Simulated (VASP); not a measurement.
Al20P, 21 atoms in the cell. The cell holds a slab with vacuum, 21 atoms: a = 8.100 Å, b = 5.728 Å, c = 18.728 Å, α = 90.00°, β = 90.00°, γ = 90.00°. 

| Quantity | Value |
| --- | --- |
| Program | VASP 6.6.1 |
| Task | single point |
| Functional | PBEsol |
| Potentials or basis | VASP PAW PBE potentials, release 64 (Al, P) |
| Cutoff | 520 eV |
| k mesh | 3 × 4 × 1 |
| Occupations | fermi-dirac, width 0.1 eV |
| Spin | no spin polarisation |
| Dipole correction | no |
| Further INCAR settings | LREAL = Auto; ALGO = Normal; EDIFF = 1e-07; NBANDS = 48 |

Potentials or basis: VASP PAW PBE potentials, release 64 (Al, P).

Launch:

```console
$ cat potpaw_PBE.64/Al/POTCAR potpaw_PBE.64/P/POTCAR > POTCAR
$ mpirun -np 1 vasp_std > vasp.out
```

Hardware: 1 thread of Intel Xeon 8259CL, on a shared host.

Problem. Estimate the wall time of this run.

Solution. Wall time 20 min on 1 thread of Intel Xeon 8259CL, with other jobs on the host, peak memory 0.83 GiB. Counts: scf iterations 27, k points 7.
